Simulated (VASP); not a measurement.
Wanted: the native input for a VASP 6.6.1 run.

```yaml
Task: single point
Functional: PBE
Potentials_or_basis: VASP PAW PBE potentials, release 64 (B, P)
Cutoff: 500 eV
k_mesh: 10 × 10 × 10
Occupations: gaussian, width 0.01 eV
Spin: no spin polarisation
Dipole_correction: no
Further_INCAR_settings: ALGO = Normal; EDIFF = 1e-06; NBANDS = 11
```

The structure of BP lies in POSCAR:

```
BP
1.0
    0.0000000000      2.2741906454      2.2741906454
    2.2741906454      0.0000000000      2.2741906454
    2.2741906454      2.2741906454      0.0000000000
B P
1 1
Direct
    0.0000000000      0.0000000000      0.0000000000
    0.2500000000      0.2500000000      0.2500000000
```

One way to write it, as run:

INCAR

```
PREC     = Accurate       # precision mode
ENCUT    = 500            # plane-wave cutoff, eV
EDIFF    = 1E-6           # SCF threshold, eV
ISMEAR   = 0              # smearing method
SIGMA    = 0.01           # smearing width, eV
LREAL    = F              # projectors in reciprocal space
LASPH    = T              # aspherical terms in the spheres
NELM     = 120            # most SCF steps
ALGO     = Normal         # electronic algorithm
ISIF     = 2              # what is computed and relaxed
LWAVE    = F              # write WAVECAR
LCHARG   = T              # write CHGCAR
GGA      = PE             # functional
LELF     = T              # ELF
LVHAR    = T            
NBANDS   = 11             # bands
GGA_COMPAT= F
```

KPOINTS

```
Automatic mesh
0
Gamma
  10 10 10
```

Potentials or basis: VASP PAW PBE potentials, release 64 (B, P).

Command:

```sh
$ cat potpaw_PBE.64/B/POTCAR potpaw_PBE.64/P/POTCAR > POTCAR
$ mpirun -np 1 vasp_std > vasp.out
```

Results of the run:

```yaml
Pressure: -0.2 GPa
Band_gap_on_the_k_mesh: 1.25 eV, indirect (least direct gap 3.39 eV)
```

It took 4.2 s on 1 thread of Intel(R) Xeon(R) 6975P-C (Granite Rapids) (shared host), peak memory 0.13 GiB.
